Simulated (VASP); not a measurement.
# Zn15S16 (a cell with a defect) in VASP: a series of runs

The runs below take Zn15S16 (a cell with a defect) through single point, with PBE.

Program: VASP 6.6.1. These are calculated values, not measurements. Logs are shortened: lines on timing, memory, paths and dates and some standing lists are left out, and cuts for length are marked.

## Step 1: The cell of the first run

The cell holds a defect, 31 atoms: a = 9.426 Å, b = 9.426 Å, c = 9.426 Å, α = 109.47°, β = 109.47°, γ = 109.47°.

## Step 2: Single point, PBE

The input, INCAR:

```
  PREC = Accurate
  ENCUT = 520
  EDIFF = 1E-6
  ISMEAR = 0
  SIGMA = 0.02
  LREAL = Auto
  LASPH = True
  NELM = 100
  ALGO = Normal
  ISIF = 2
  LWAVE = False
  LCHARG = False
  GGA = PE
  NELECT = 278.0
  NBANDS = 159
```

The input, KPOINTS:

```
Automatic mesh
0
Gamma
  2 2 2
  0.5 0.5 0.5
```

The input, POSCAR:

```
Zn15S16
1.0
   -5.4423086028      5.4423086028     -5.4423086028
    5.4423086028      5.4423086028      5.4423086028
    5.4423086028     -5.4423086028     -5.4423086028
Zn S
15 16
Direct
    0.2478226794      0.7500000088     -0.0095863730
   -0.0074089882      0.0021773848      0.0021773848
    0.7521773017      0.2425908923      0.0021772929
    0.2478226794     -0.0095863730      0.7500000088
    0.5000000365      0.4978226517     -0.0095863730
    0.0000000000      0.2500000642      0.7500000088
    0.7404135440      0.7500000088      0.4978226517
    0.5000000365     -0.0095863730      0.4978226517
    0.7404135440      0.4978226517      0.7500000088
    0.0000000000      0.7500000088      0.2500000642
    0.2595863453      0.2574090523      0.5095864094
    0.0074089882      0.5095864094      0.5095864094
    0.7521773017      0.0021772929      0.2425908923
    0.4999999446      0.2499999723      0.2499999723
    0.2595863453      0.5095864094      0.2574090523
    0.2558201127      0.7500000088      0.7500000088
   -0.0012389963      0.9997311614      0.7500000088
    0.5000000365      0.7500000088      0.5058200850
    0.7497311891      0.2487609761      0.7500000088
    0.2502687921      0.9990298046      0.5002688562
    0.5000000365      0.5058200850      0.7500000088
    0.0012389963      0.2512390604      0.5009702130
    0.7497311891      0.7500000088      0.2487609761
    0.5000000365      0.9997311614      0.2487609761
    0.7490297404      0.5002688562      0.5002688562
   -0.0012390881      0.7500000088     -0.0002688197
    0.2509701488      0.2512390604      0.2512390604
    0.0012389963      0.5009702130      0.2512390604
    0.7441798684      0.9941798407     -0.0058201404
    0.4999999446      0.2487608842     -0.0002689116
    0.2502688839      0.5002688562     -0.0009701765
```

Potentials or basis: VASP PAW PBE potentials, release 64 (Zn, S).

Command:

```console
$ cat potpaw_PBE.64/Zn/POTCAR potpaw_PBE.64/S/POTCAR > POTCAR
$ mpirun -np 1 vasp_std > vasp.out
```

OUTCAR:

```text
PREC = Accurate
   ENCUT = 520
   EDIFF = 1E-6
   ISMEAR = 0
   LREAL = Auto
   LASPH = True
   NELM = 100
   ISIF = 2
   GGA = PE
   NELECT = 278.0

 ion  position               nearest neighbor table
   1  0.248  0.750  0.990-  16 2.29  26 2.38  24 2.39  31 2.39
   2  0.993  0.002  0.002-  29 2.29  27 2.38  26 2.39  17 2.39
   3  0.752  0.243  0.002-  29 2.29  28 2.38  19 2.39  30 2.39
   4  0.248  0.990  0.750-  16 2.29  17 2.38  30 2.39  20 2.39
   5  0.500  0.498  0.990-  21 2.29  30 2.38  23 2.39  31 2.39
   6  0.000  0.250  0.750-  19 2.36  22 2.36  31 2.36  17 2.36
   7  0.740  0.750  0.498-  18 2.29  23 2.38  25 2.39  17 2.39
   8  0.500  0.990  0.498-  18 2.29  24 2.38  19 2.39  20 2.39
   9  0.740  0.498  0.750-  21 2.29  19 2.38  25 2.39  26 2.39
  10  0.000  0.750  0.250-  23 2.36  28 2.36  20 2.36  26 2.36
  11  0.260  0.257  0.510-  21 2.29  20 2.38  27 2.39  22 2.39
  12  0.007  0.510  0.510-  16 2.29  25 2.38  22 2.39  28 2.39
  13  0.752  0.002  0.243-  29 2.29  22 2.38  24 2.39  23 2.39
  14  0.500  0.250  0.250-  24 2.36  25 2.36  27 2.36  30 2.36
  15  0.260  0.510  0.257-  18 2.29  31 2.38  27 2.39  28 2.39
  16  0.256  0.750  0.750-   1 2.29   4 2.29  12 2.29
  17  0.999  1.000  0.750-   6 2.36   4 2.38   2 2.39   7 2.39
  18  0.500  0.750  0.506-   7 2.29   8 2.29  15 2.29
  19  0.750  0.249  0.750-   6 2.36   9 2.38   3 2.39   8 2.39
  20  0.250  0.999  0.500-  10 2.36  11 2.38   4 2.39   8 2.39
  21  0.500  0.506  0.750-   9 2.29   5 2.29  11 2.29
  22  0.001  0.251  0.501-   6 2.36  13 2.38  12 2.39  11 2.39
  23  0.750  0.750  0.249-  10 2.36   7 2.38  13 2.39   5 2.39
  24  0.500  1.000  0.249-  14 2.36   8 2.38  13 2.39   1 2.39
  25  0.749  0.500  0.500-  14 2.36  12 2.38   7 2.39   9 2.39
  26  0.999  0.750  1.000-  10 2.36   1 2.38   2 2.39   9 2.39
  27  0.251  0.251  0.251-  14 2.36   2 2.38  11 2.39  15 2.39
  28  0.001  0.501  0.251-  10 2.36   3 2.38  12 2.39  15 2.39
  29  0.744  0.994  0.994-  13 2.29   3 2.29   2 2.29
  30  0.500  0.249  1.000-  14 2.36   5 2.38   4 2.39   3 2.39
  31  0.250  0.500  0.999-   6 2.36  15 2.38   1 2.39   5 2.39

  LATTYP: Found a body centered cubic cell.
 ALAT       =    10.8846172056

  Lattice vectors:

 A1 = (  -5.4423086028,   5.4423086028,  -5.4423086028)
 A2 = (   5.4423086028,   5.4423086028,   5.4423086028)
 A3 = (   5.4423086028,  -5.4423086028,  -5.4423086028)

Analysis of symmetry for initial positions (statically):
=====================================================================
 Subroutine PRICEL returns:
 Original cell was already a primitive cell.

 Routine SETGRP: Setting up the symmetry group for a
 body centered cubic supercell.

 Subroutine GETGRP returns: Found 24 space group operations
 (whereof  2 operations were pure point group operations)
 out of a pool of 48 trial point group operations.

The static configuration has the point symmetry C_1h.
 The point group associated with its full space group is T_d .

Analysis of symmetry for dynamics (positions and initial velocities):
=====================================================================
 Subroutine PRICEL returns:
 Original cell was already a primitive cell.

 Routine SETGRP: Setting up the symmetry group for a
 body centered cubic supercell.

 Subroutine GETGRP returns: Found 24 space group operations
 (whereof  2 operations were pure point group operations)
 out of a pool of 48 trial point group operations.

The dynamic configuration has the point symmetry C_1h.
 The point group associated with its full space group is T_d .

 Subroutine INISYM returns: Found 24 space group operations
 (whereof  2 operations are pure point group operations),
 and found     1 'primitive' translations

----------------------------------------------------------------------------------------

                                     Primitive cell

  volume of cell :     644.7769

  direct lattice vectors                    reciprocal lattice vectors
    -5.442308603  5.442308603 -5.442308603     0.000000000  0.091872776 -0.091872776
     5.442308603  5.442308603  5.442308603     0.091872776  0.091872776  0.000000000
     5.442308603 -5.442308603 -5.442308603     0.091872776  0.000000000 -0.091872776

  length of vectors
     9.426355011  9.426355011  9.426355011     0.129927726  0.129927726  0.129927726

  position of ions in fractional coordinates (direct lattice)
     0.247822679  0.750000009  0.990413627
     0.992591012  0.002177385  0.002177385
     0.752177302  0.242590892  0.002177293
     0.247822679  0.990413627  0.750000009
     0.500000036  0.497822652  0.990413627
     0.000000000  0.250000064  0.750000009
[... 23 lines left out ...]
     0.499999945  0.248760884  0.999731088
     0.250268884  0.500268856  0.999029824

  ion indices of the primitive-cell ions
   primitive index   ion index
                 1           1
                 2           2
                 3           3
                 4           4
                 5           5
                 6           6
[... 23 lines left out ...]
                30          30
                31          31

----------------------------------------------------------------------------------------

 KPOINTS: Automatic mesh

Automatic generation of k-mesh.
 Grid dimensions read from file:
 generate k-points for:    2    2    2

 Generating k-lattice:

  Cartesian coordinates                     Fractional coordinates (reciprocal lattice)
     0.000000000  0.045936388 -0.045936388     0.500000000  0.000000000  0.000000000
     0.045936388  0.045936388  0.000000000     0.000000000  0.500000000  0.000000000
     0.045936388  0.000000000 -0.045936388     0.000000000  0.000000000  0.500000000

  Length of vectors
     0.064963863  0.064963863  0.064963863

  Shift w.r.t. Gamma in fractional coordinates (k-lattice)
     0.500000000  0.500000000  0.500000000

 Subroutine IBZKPT returns following result:
 ===========================================

 Found      2 irreducible k-points:

 Following reciprocal coordinates:
            Coordinates               Weight
  0.250000  0.250000  0.250000      2.000000
 -0.250000  0.250000  0.250000      6.000000
   k-points           NKPTS =      2   k-points in BZ     NKDIM =      2   number of bands    NBANDS=    159
   number of dos      NEDOS =    301   number of ions     NIONS =     31
   total plane-waves  NPLWV = 343000
   dimension x,y,z NGX =    70 NGY =   70 NGZ =   70
   dimension x,y,z NGXF=   140 NGYF=  140 NGZF=  140
   ions per type =              15  16
   NGX,Y,Z   is equivalent  to a cutoff of  12.35, 12.35, 12.35 a.u.
   NGXF,Y,Z  is equivalent  to a cutoff of  24.69, 24.69, 24.69 a.u.
 SYSTEM =  unknown system
   PREC   = accura    normal or accurate (medium, high low for compatibility)
   ISTART =      0    job   : 0-new  1-cont  2-samecut
   ICHARG =      2    charge: 1-file 2-atom 10-const
   ISPIN  =      1    spin polarized calculation?
   LNONCOLLINEAR =      F non collinear calculations
   LSORBIT =      F    spin-orbit coupling
   LASPH  =      T    aspherical Exc in radial PAW
   ENCUT  =  520.0 eV  38.22 Ry    6.18 a.u.  17.53 17.53 17.53*2*pi/ulx,y,z
   NELM   =    100;   NELMIN=  2; NELMDL= -5     # of ELM steps
   EDIFF  = 0.1E-05   stopping-criterion for ELM
   LREAL  =      T    real-space projection
   EDIFFG = 0.1E-04   stopping-criterion for IOM
   NSW    =      0    number of steps for IOM
   IBRION =     -1    ionic relax: 0-MD 1-quasi-New 2-CG
   NFREE  =      0    steps in history (QN), initial steepest desc. (CG)
   ISIF   =      2    stress and relaxation
   ISYM   =      2    0-nonsym 1-usesym 2-fastsym
   POTIM  = 0.5000    time-step for ionic-motion
   TEBEG  =    0.0;   TEEND  =   0.0 temperature during run
   PSTRESS=    0.0 pullay stress
   NELECT =     278.0000    total number of electrons
   NUPDOWN=      -1.0000    fix difference up-down
   EMIN   =  10.00;   EMAX   =-10.00  energy-range for DOS
   EFERMI =   0.00;   METHOD = LEGACY
   ISMEAR =     0;   SIGMA  =   0.02  broadening in eV -4-tet -1-fermi 0-gaus
   EFERMI_NEDOS =   21; number of points for ismear=-14 and -15
   IALGO  =     38    algorithm
   IMIX   =      4    mixing-type and parameters
     AMIX     =   0.40;   BMIX     =  1.00
     AMIX_MAG =   1.60;   BMIX_MAG =  1.00
  volume/ion in A,a.u.               =      20.80       140.36
  Fermi-wavevector in a.u.,A,eV,Ry     =   1.236763  2.337144 20.811248  1.529584
  Thomas-Fermi vector in A             =   2.371358
   LORBIT       =      0    0 simple, 1 ext, 2 COOP (PROOUT), +10 PAW based schemes
   GGA     = PE    functional components
   LHFCALC =     F    Hartree Fock is set to
   AEXX    =    0.0000 exact exchange contribution
   IVDW    =     0    specifies the selected vdW correction
   LEPSILON=     F    determine dielectric tensor
   LRPA    =     F    only Hartree local field effects (RPA)
 non-spin polarized calculation
 Gauss-broadening in eV      SIGMA  =   0.02
  energy-cutoff  :      520.00
  volume of cell :      644.78
 maximum number of plane-waves:     17388
 NGX is ok and might be reduce to    70
   NGX = 35   NGY = 35   NGZ = 35

 number of electron     278.0000094 magnetization

 Free energy of the ion-electron system (eV)
  ---------------------------------------------------
  ext. energy  EPLUGINS =         0.00000000
  ---------------------------------------------------
  free energy    TOTEN  =      -101.07407971 eV

  energy without entropy =     -101.07407971  energy(sigma->0) =     -101.07407971

 E-fermi :   1.8345     XC(G=0):  -9.4425

 val. band max:        1.7002285926   @ k =   0.2500   0.2500   0.2500
 cond. band min:       4.9699527949   @ k =  -0.2500   0.2500   0.2500
 fundamental gap:      3.2697242024
 Fermi energy:         1.8344837888

 k-point     1 :       0.2500    0.2500    0.2500
  band No.  band energies     occupation
      1     -10.8752      2.00000
      2     -10.8752      2.00000
      3     -10.8752      2.00000
      4     -10.6639      2.00000
      5     -10.2917      2.00000
      6     -10.2917      2.00000
[... 143 lines left out ...]
    150       6.0045      0.00000
    151       6.0045      0.00000

 k-point     2 :      -0.2500    0.2500    0.2500
  band No.  band energies     occupation
      1     -11.0840      2.00000
      2     -10.6881      2.00000
      3     -10.6153      2.00000
      4     -10.6153      2.00000
      5     -10.5656      2.00000
      6     -10.3985      2.00000
[... 143 lines left out ...]
    150       6.3931      0.00000
    151       6.3931      0.00000
 [bands above 151 left out]

------------------------ aborting loop because EDIFF is reached ----------------------------------------

  FORCE on cell =-STRESS in cart. coord.  units (eV):
  Direction    XX          YY          ZZ          XY          YZ          ZX
  --------------------------------------------------------------------------------------
  -------------------------------------------------------------------------------------
  Total       14.0075036     14.0075036     14.0075036      0.0000000      0.0000000      0.0000000
  in kB       34.8066191     34.8066191     34.8066191      0.0000000      0.0000000      0.0000000
  external PRESSURE =      34.8066191 kB  Pullay stress =       0.0000000 kB

 VOLUME and BASIS-vectors are now :
 -----------------------------------------------------------------------------
  energy-cutoff  :      520.00
  volume of cell :      644.78
      direct lattice vectors                 reciprocal lattice vectors
    -5.442308603  5.442308603 -5.442308603     0.000000000  0.091872776 -0.091872776
     5.442308603  5.442308603  5.442308603     0.091872776  0.091872776  0.000000000
     5.442308603 -5.442308603 -5.442308603     0.091872776  0.000000000 -0.091872776

 POSITION                                       TOTAL-FORCE (eV/Angst)
 -----------------------------------------------------------------------------------
      8.12314      0.04032     -2.65713         0.004614     -0.004614      0.009368
     -5.37829      5.40199     -5.40199         0.009368      0.004614     -0.004614
     -2.76148      5.40199     -2.78518         0.004614      0.004614     -0.009368
      8.12314      2.65713     -0.04032         0.004614     -0.009368      0.004614
      5.37829      0.04032     -5.40199        -0.009368     -0.004614     -0.004614
      5.44231     -2.72115     -2.72115         0.000000      0.000000     -0.000000
[... 23 lines left out ...]
      4.07352     -1.36586     -6.80817         0.010467      0.013120      0.013120
      6.79761     -1.35237     -4.07645         0.013120     -0.010467     -0.013120
 -----------------------------------------------------------------------------------
    total drift:                                0.001080      0.004389     -0.002086

  FREE ENERGIE OF THE ION-ELECTRON SYSTEM (eV)
  ---------------------------------------------------
  free  energy   TOTEN  =      -101.0740797065 eV

  energy  without entropy=     -101.0740797065  energy(sigma->0) =     -101.07407971
```

Run time: 9.2 min. Hardware: 1 thread of Intel Xeon Platinum 8375C at 2.90GHz (Ice Lake), shared host; peak memory 0.74 GiB.

What came out:

- Free energy: -101.0741 eV
- Largest force: 0.022 eV/Å

Forces in eV/Å, atoms in the order of the input:
```
Zn   0.005 -0.005  0.009
Zn   0.009  0.005 -0.005
Zn   0.005  0.005 -0.009
Zn   0.005 -0.009  0.005
Zn  -0.009 -0.005 -0.005
Zn   0.000  0.000  0.000
Zn  -0.005  0.005  0.009
Zn  -0.009  0.005  0.005
Zn  -0.005 -0.009 -0.005
Zn   0.000  0.000  0.000
Zn  -0.005 -0.005 -0.009
Zn   0.009 -0.005  0.005
Zn   0.005  0.009 -0.005
Zn   0.000  0.000  0.000
Zn  -0.005  0.009  0.005
S   -0.013  0.013 -0.013
S   -0.013  0.010 -0.013
S    0.013 -0.013 -0.013
S    0.013  0.010  0.013
S    0.013  0.013  0.010
S    0.013  0.013  0.013
S   -0.013 -0.010  0.013
S    0.013 -0.013 -0.010
S    0.010 -0.013 -0.013
S   -0.010  0.013 -0.013
S   -0.013  0.013 -0.010
S   -0.010 -0.013  0.013
S   -0.013 -0.013  0.010
S   -0.013 -0.013  0.013
S    0.010  0.013  0.013
S    0.013 -0.010 -0.013
```

Levels at points of the mesh, in eV from the Fermi level:
| k point | band 135 | band 136 | band 137 | band 138 | band 139 | band 140 | band 141 | band 142 | band 143 | band 144 |
| --- | --- | --- | --- | --- | --- | --- | --- | --- | --- | --- |
| (0.25, 0.25, 0.25) | -0.58 | -0.58 | -0.13 | -0.13 | -0.13 | 3.28 | 3.28 | 3.28 | 3.59 | 4.12 |

Caveat: the cell carries a net charge on a neutralising background, which shifts energy and pressure; the cell is charged against a uniform background, so pressure and absolute levels hang on convention.

## Step 3: Single point, PBE

The input, INCAR:

```
SYSTEM = Zn15S16
PREC = Accurate
ENCUT = 520
EDIFF = 1E-7
ISMEAR = 0
SIGMA = 0.02
LREAL = Auto
LASPH = .True.
NELM = 80
ALGO = Normal
ISIF = 2
LWAVE = .False.
LCHARG = .False.
GGA = PE
NBANDS = 159
NELECT = 278.0
```

KPOINTS is that of step 2.

The input, POSCAR:

```
Zn15S16
1.0
   -5.4423086028      5.4423086028     -5.4423086028
    5.4423086028      5.4423086028      5.4423086028
    5.4423086028     -5.4423086028     -5.4423086028
Zn S
15 16
Direct
    0.4904136635      0.7500000088     -0.2521773571
   -0.0021773848     -0.0095863730      0.0000000000
    0.7500000088      0.2500000642      0.0000000000
    0.2499999723     -0.0095864648      0.7478226240
    0.4904136635      0.4978226517      0.0000000000
    0.0095863730      0.2574090523      0.7595863818
    0.7500000088      0.7500000088      0.4999999446
    0.5021773294      0.0021773848      0.4925909565
    0.7574090888      0.5095864094      0.7595863818
   -0.0021772929      0.7500000088      0.2404135994
    0.2499999723      0.2499999723      0.4999999446
    0.0095863730      0.5095864094      0.5074090247
    0.7425909288      0.0021773848      0.2521773571
    0.5021773294      0.2425909841      0.2521773571
    0.2500000642      0.4978226517      0.2404135994
    0.2499999723      0.7499999169      0.7558200573
    0.0002688197      0.9990298046      0.7502688285
    0.4997312167      0.7500000088      0.4987609484
    0.7512390051      0.2512389686      0.7509701853
    0.2500000642      0.9997311614      0.4987609484
    0.4990297681      0.5002688562      0.7502688285
    0.0009701765      0.2512390604      0.5012390328
    0.7487610125      0.7500000088      0.2497311526
    0.4941798961      0.9941799326      0.2441799238
    0.7512390969      0.5009702130      0.5012390328
    0.0058200485      0.7500000088      0.0000000000
    0.2499999723      0.2487609761      0.2497311526
    0.0002688197      0.5002687644      0.2490297958
    0.7487610125      0.9997311614      0.0000000000
    0.4997311249      0.2487609761      0.0000000000
    0.2499999723      0.5058200850      0.0000000000
```

Potentials or basis: VASP PAW PBE potentials, release 64 (Zn, S).

Command:

```console
$ cat potpaw_PBE.64/Zn/POTCAR potpaw_PBE.64/S/POTCAR > POTCAR
$ mpirun -np 1 vasp_std > vasp.out
```

Run time: 12 min. Hardware: 1 thread of Intel Xeon Platinum 8375C at 2.90GHz (Ice Lake), shared host; peak memory 0.75 GiB.

The run converged. Its results:

| Property | Result |
| --- | --- |
| Free energy | -101.0741 eV |
| Largest force | 0.022 eV/Å |

Forces in eV/Å, atoms in the order of the input:
```
Zn  -0.005  0.005  0.009
Zn   0.005 -0.009  0.005
Zn   0.000  0.000  0.000
Zn  -0.009  0.005  0.005
Zn  -0.005 -0.009 -0.005
Zn  -0.005 -0.005 -0.009
Zn   0.000  0.000  0.000
Zn   0.005  0.009 -0.005
Zn   0.009 -0.005  0.005
Zn   0.005 -0.005  0.009
Zn   0.000  0.000  0.000
Zn  -0.005  0.009  0.005
Zn   0.009  0.005 -0.005
Zn   0.005  0.005 -0.009
Zn  -0.009 -0.005 -0.005
S    0.012 -0.012 -0.012
S    0.013  0.013  0.010
S    0.013 -0.013 -0.010
S   -0.013 -0.010  0.013
S    0.010 -0.013 -0.013
S   -0.010  0.013 -0.013
S   -0.010 -0.013  0.013
S   -0.013  0.013 -0.010
S   -0.012 -0.012  0.012
S   -0.013 -0.013  0.010
S   -0.012  0.012 -0.012
S    0.010  0.013  0.013
S    0.013 -0.010 -0.013
S   -0.013  0.010 -0.013
S    0.013  0.010  0.013
S    0.012  0.012  0.012
```

Levels at points of the mesh, in eV from the Fermi level:
| k point | band 137 | band 138 | band 139 | band 140 | band 141 | band 142 |
| --- | --- | --- | --- | --- | --- | --- |
| (0.25, 0.25, 0.25) | -0.13 | -0.13 | -0.13 | 3.28 | 3.28 | 3.28 |

Caveat: the cell carries a net charge on a neutralising background, which shifts energy and pressure; the cell is charged against a uniform background, so pressure and absolute levels hang on convention.
